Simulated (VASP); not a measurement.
# HfB2 (P6/mmm) in VASP: notebook

The runs below take HfB2 through single point, with PBEsol.

Program: VASP 6.6.1. These are calculated values, not measurements. Logs are shortened: lines on timing, memory, paths and dates and some standing lists are left out, and cuts for length are marked.

**1. The cell of the first run**

Symmetry: P6/mmm, No. 191, hexagonal system. The conventional cell has a = 3.219 Å, b = 3.219 Å, c = 3.330 Å, α = 90.00°, β = 90.00°, γ = 120.00°. Within 3.4 Å of Hf (site symmetry 6/mmm) lie 12 B at 2.50 Å and 8 Hf at 3.22 to 3.33 Å. Within 2.5 Å of B (site symmetry -6m2) lie 3 B at 1.86 Å and 6 Hf at 2.50 Å.

**2. Single point, PBEsol**

INCAR

```
PREC = Accurate
ENCUT = 520
EDIFF = 1E-6
ISMEAR = 0
SIGMA = 0.1
LREAL = F
LASPH = T
NELM = 80
ALGO = Normal
ISIF = 2
LWAVE = F
LCHARG = T
GGA = PS
LELF = T
LVHAR = T
NBANDS = 15
```

KPOINTS

```
Automatic mesh
0
Gamma
  12 12 10
```

POSCAR

```
HfB2
1.0
    3.2188796041      0.0000000000      0.0000000000
   -1.6094398020      2.7876315088      0.0000000000
    0.0000000000      0.0000000000      3.3295533989
Hf B
1 2
Direct
    0.0000000000      0.0000000000      0.0000000000
    0.6666666667      0.3333333333      0.5000000000
    0.3333333333      0.6666666667      0.5000000000
```

Potentials or basis: VASP PAW PBE potentials, release 64 (Hf_pv, B).

On the command line:

```sh
$ cat potpaw_PBE.64/Hf_pv/POTCAR potpaw_PBE.64/B/POTCAR > POTCAR
$ mpirun -np 1 vasp_std > vasp.out
```

OUTCAR:

```text
PREC = Accurate
   ENCUT = 520
   EDIFF = 1E-6
   ISMEAR = 0
   LREAL = F
   LASPH = T
   NELM = 80
   ISIF = 2
   GGA = PS

 ion  position               nearest neighbor table
   1  0.000  0.000  0.000-   2 2.50   3 2.50   2 2.50   3 2.50   3 2.50   3 2.50   2 2.50   2 2.50
                             2 2.50   2 2.50   3 2.50   3 2.50
   2  0.667  0.333  0.500-   3 1.86   3 1.86   3 1.86   1 2.50   1 2.50   1 2.50   1 2.50   1 2.50
                             1 2.50
   3  0.333  0.667  0.500-   2 1.86   2 1.86   2 1.86   1 2.50   1 2.50   1 2.50   1 2.50   1 2.50
                             1 2.50

  LATTYP: Found a hexagonal cell.
 ALAT       =     3.2188796041
 C/A-ratio  =     1.0343827072

  Lattice vectors:

 A1 = (   3.2188796041,   0.0000000000,   0.0000000000)
 A2 = (  -1.6094398020,   2.7876315088,   0.0000000000)
 A3 = (   0.0000000000,   0.0000000000,   3.3295533989)

Analysis of symmetry for initial positions (statically):
=====================================================================
 Subroutine PRICEL returns:
 Original cell was already a primitive cell.

 Routine SETGRP: Setting up the symmetry group for a
 hexagonal supercell.

 Subroutine GETGRP returns: Found 24 space group operations
 (whereof 24 operations were pure point group operations)
 out of a pool of 24 trial point group operations.

The static configuration has the point symmetry D_6h.

Analysis of symmetry for dynamics (positions and initial velocities):
=====================================================================
 Subroutine PRICEL returns:
 Original cell was already a primitive cell.

 Routine SETGRP: Setting up the symmetry group for a
 hexagonal supercell.

 Subroutine GETGRP returns: Found 24 space group operations
 (whereof 24 operations were pure point group operations)
 out of a pool of 24 trial point group operations.

The dynamic configuration has the point symmetry D_6h.

 Subroutine INISYM returns: Found 24 space group operations
 (whereof 24 operations are pure point group operations),
 and found     1 'primitive' translations

----------------------------------------------------------------------------------------

                                     Primitive cell

  volume of cell :      29.8762

  direct lattice vectors                    reciprocal lattice vectors
     3.218879604  0.000000000  0.000000000     0.310667103  0.179363735  0.000000000
    -1.609439802  2.787631509  0.000000000     0.000000000  0.358727471  0.000000000
     0.000000000  0.000000000  3.329553399     0.000000000  0.000000000  0.300340580

  length of vectors
[... 94 lines left out ...]
   PSTRESS=    0.0 pullay stress
   NELECT =      16.0000    total number of electrons
   NUPDOWN=      -1.0000    fix difference up-down
   EMIN   =  10.00;   EMAX   =-10.00  energy-range for DOS
   EFERMI =   0.00;   METHOD = LEGACY
   ISMEAR =     0;   SIGMA  =   0.10  broadening in eV -4-tet -1-fermi 0-gaus
   EFERMI_NEDOS =   21; number of points for ismear=-14 and -15
   IALGO  =     38    algorithm
   IMIX   =      4    mixing-type and parameters
     AMIX     =   0.40;   BMIX     =  1.00
     AMIX_MAG =   1.60;   BMIX_MAG =  1.00
  volume/ion in A,a.u.               =       9.96        67.20
  Fermi-wavevector in a.u.,A,eV,Ry     =   1.329452  2.512301 24.047532  1.767444
  Thomas-Fermi vector in A             =   2.458614
   LORBIT       =      0    0 simple, 1 ext, 2 COOP (PROOUT), +10 PAW based schemes
   GGA     = PS    functional components
   LHFCALC =     F    Hartree Fock is set to
   AEXX    =    0.0000 exact exchange contribution
   IVDW    =     0    specifies the selected vdW correction
   LEPSILON=     F    determine dielectric tensor
   LRPA    =     F    only Hartree local field effects (RPA)
 non-spin polarized calculation
 Gauss-broadening in eV      SIGMA  =   0.10
  energy-cutoff  :      520.00
  volume of cell :       29.88
 maximum number of plane-waves:       828
 NGX is ok and might be reduce to    24
   NGX = 11   NGY = 11   NGZ = 13

 number of electron      16.0000002 magnetization

 Free energy of the ion-electron system (eV)
  ---------------------------------------------------
  ext. energy  EPLUGINS =         0.00000000
  ---------------------------------------------------
  free energy    TOTEN  =       -27.75958136 eV

  energy without entropy =      -27.75758207  energy(sigma->0) =      -27.75858171

 E-fermi :   7.5461     XC(G=0): -12.6642

 val. band max:        7.5304162833   @ k =   0.0833   0.0000   0.4000
 cond. band min:       7.5475018372   @ k =   0.3333   0.1667   0.0000
 fundamental gap:      0.0170855539
 Fermi energy:         7.5460794941

 k-point     1 :       0.0000    0.0000    0.0000
  band No.  band energies     occupation
      1     -22.9183      2.00000
      2     -22.5730      2.00000
      3     -22.5730      2.00000
      4      -6.1217      2.00000
      5       4.1585      2.00000
      6       4.1585      2.00000
      7       4.7919      2.00000
      8       5.3976      2.00000
      9      11.4885      0.00000
     10      11.4885      0.00000
     11      11.5294      0.00000
     12      12.0310      0.00000
     13      12.0310      0.00000
     14      12.7751      0.00000
[... 401 lines left out ...]
      2     -22.8749      2.00000
      3     -22.6809      2.00000
      4      -3.9226      2.00000
      5       0.4499      2.00000
      6       3.9467      2.00000
      7       4.0534      2.00000
      8       5.0537      2.00000
      9       9.8900      0.00000
     10      10.4310      0.00000
     11      11.0941      0.00000
     12      12.2454      0.00000
     13      14.6036      0.00000
     14      15.8534      0.00000
     15      17.4880      0.00000

 [... further k-points ...]
[... 5 lines left out ...]
  --------------------------------------------------------------------------------------
  -------------------------------------------------------------------------------------
  Total       -2.6293593     -2.6293593      1.5865679     -0.0000000      0.0000000      0.0000000
  in kB     -141.0049747   -141.0049747     85.0830746     -0.0000000      0.0000000      0.0000000
  external PRESSURE =     -65.6422916 kB  Pullay stress =       0.0000000 kB

 VOLUME and BASIS-vectors are now :
 -----------------------------------------------------------------------------
  energy-cutoff  :      520.00
  volume of cell :       29.88
      direct lattice vectors                 reciprocal lattice vectors
     3.218879604  0.000000000  0.000000000     0.310667103  0.179363735  0.000000000
    -1.609439802  2.787631509  0.000000000     0.000000000  0.358727471  0.000000000
     0.000000000  0.000000000  3.329553399     0.000000000  0.000000000  0.300340580

 POSITION                                       TOTAL-FORCE (eV/Angst)
 -----------------------------------------------------------------------------------
      0.00000      0.00000      0.00000        -0.000000      0.000000      0.000000
      1.60944      0.92921      1.66478         0.000000     -0.000000     -0.000000
     -0.00000      1.85842      1.66478        -0.000000      0.000000      0.000000
 -----------------------------------------------------------------------------------
    total drift:                               -0.000000      0.000000     -0.000000

  FREE ENERGIE OF THE ION-ELECTRON SYSTEM (eV)
  ---------------------------------------------------
  free  energy   TOTEN  =       -27.7595813608 eV

  energy  without entropy=      -27.7575820671  energy(sigma->0) =      -27.75858171
```

OSZICAR:

```text
N       E                     dE             d eps       ncg     rms          rms(c)
DAV:   1     0.261540080725E+02    0.26154E+02   -0.79599E+03  3420   0.101E+03
DAV:   2    -0.282279570958E+02   -0.54382E+02   -0.50772E+02  4570   0.217E+02
DAV:   3    -0.297183526424E+02   -0.14904E+01   -0.14833E+01  4400   0.262E+01
DAV:   4    -0.297248337985E+02   -0.64812E-02   -0.64796E-02  4092   0.210E+00
DAV:   5    -0.297248745518E+02   -0.40753E-04   -0.40753E-04  4435   0.146E-01    0.554E+01
DAV:   6    -0.278784469504E+02    0.18464E+01   -0.23481E+00  4176   0.107E+01    0.392E+01
DAV:   7    -0.278378449184E+02    0.40602E-01   -0.95632E-01  4344   0.711E+00    0.954E+00
DAV:   8    -0.277633143000E+02    0.74531E-01   -0.28640E-01  4036   0.394E+00    0.148E+00
DAV:   9    -0.277596962288E+02    0.36181E-02   -0.20271E-02  4008   0.114E+00    0.262E-01
DAV:  10    -0.277595784913E+02    0.11774E-03   -0.64652E-04  4414   0.213E-01    0.249E-01
DAV:  11    -0.277595828035E+02   -0.43122E-05   -0.39112E-05  4064   0.464E-02    0.543E-02
DAV:  12    -0.277595813037E+02    0.14998E-05   -0.30242E-06  4057   0.135E-02    0.222E-02
DAV:  13    -0.277595813608E+02   -0.57163E-07   -0.13665E-07  1927   0.316E-03
   1 F= -.27759581E+02 E0= -.27758582E+02  d E =-.199929E-02
```

stdout:

```text
POSCAR found type information on POSCAR HfB
 POSCAR found :  2 types and       3 ions
 scaLAPACK will be used
 -----------------------------------------------------------------------------
|                                                                             |
|                                                                             |
|     You enforced a specific xc type in the INCAR file but a different       |
|     I HOPE YOU KNOW WHAT YOU ARE DOING!                                     |
|                                                                             |
 -----------------------------------------------------------------------------

 LDA part: xc-table for (Slater+PW92), standard interpolation
 POSCAR, INCAR and KPOINTS ok, starting setup
 FFT: planning ... GRIDC
 FFT: planning ... GRID_SOFT
 FFT: planning ... GRID
 WAVECAR not read
 entering main loop
```

Run time: 22 s. Hardware: 1 thread of Intel Xeon Platinum 8488C (Sapphire Rapids), shared host; peak memory 0.18 GiB.

Results:

| Quantity | Value |
| --- | --- |
| Free energy | -27.7596 eV |
| Pressure | -6.6 GPa |
| Band gap on the k mesh | zero (bands 8 and 9 overlap by 0.77 eV) |

Stress tensor (GPa, compression positive):
```
-14.10   0.00   0.00
  0.00 -14.10   0.00
  0.00   0.00   8.51
```

Caveat: the stress differs along the axes, from -14 to 9 GPa; the PAW data sets were made with another functional, which shifts forces and pressure a little; spin-orbit coupling is left out, which moves the levels of the heavy elements.

**3. Single point, PBEsol**

This run uses another cell than the first one, of 10.15 Å³/atom.

INCAR

```
SYSTEM = HfB2
PREC = Accurate ; ENCUT = 520
EDIFF = 1E-7 ; ISMEAR = 0
SIGMA = 0.1 ; LREAL = .False.
LASPH = .True. ; NELM = 60
ALGO = Normal ; ISIF = 2
LWAVE = .False. ; LCHARG = .True.
GGA = PS ; LELF = .True.
LVHAR = .True. ; NBANDS = 15
```

KPOINTS

```
regular mesh
0
Gamma
  12 12 10
  0 0 0
```

POSCAR

```
HfB2
1.0
    3.2188796041      0.0000000000      0.0000000000
   -1.6094398020      2.7876315089      0.0000000000
    0.0000000000      0.0000000000      3.3927760386
Hf B
1 2
Direct
    0.0000000000      0.0000000000      0.0000000000
    0.6666666667      0.3333333333      0.5000000000
    0.3333333333      0.6666666667      0.5000000000
```

Potentials or basis: VASP PAW PBE potentials, release 64 (Hf_pv, B).

On the command line:

```sh
$ cat potpaw_PBE.64/Hf_pv/POTCAR potpaw_PBE.64/B/POTCAR > POTCAR
$ mpirun -np 1 vasp_std > vasp.out
```

Run time: 21 s. Hardware: 1 thread of Intel Xeon Platinum 8488C (Sapphire Rapids), shared host; peak memory 0.18 GiB.

The run converged. Its results:

```
Free energy            : -27.7751 eV
Pressure               : -10.9 GPa
Band gap on the k mesh : zero (bands 8 and 9 overlap by 0.87 eV)
```

Stress tensor (GPa, compression positive):
```
-16.38   0.00   0.00
  0.00 -16.38   0.00
  0.00   0.00   0.15
```

Levels at points of the mesh, in eV from the Fermi level:
```csv
k point,band 5,band 6,band 7,band 8,band 9,band 10,band 11,band 12
"(0.00, 0.00, 0.00)",-3.23,-3.23,-2.80,-2.35,3.82,3.82,4.10,4.50
"(0.50, 0.00, 0.00)",-9.05,-3.74,-3.52,-2.95,2.24,2.67,5.04,5.36
"(0.00, 0.00, 0.50)",-8.26,-1.38,-1.38,-0.24,-0.24,0.86,0.86,3.01
"(0.50, 0.00, 0.50)",-7.33,-5.13,-4.71,-2.82,3.63,4.66,5.73,7.32
```

Caveat: the stress differs along the axes, from -16 to 0 GPa; the PAW data sets were made with another functional, which shifts forces and pressure a little; spin-orbit coupling is left out, which moves the levels of the heavy elements.

The gap in the log of VASP goes by the Fermi energy; the results here count the filled bands.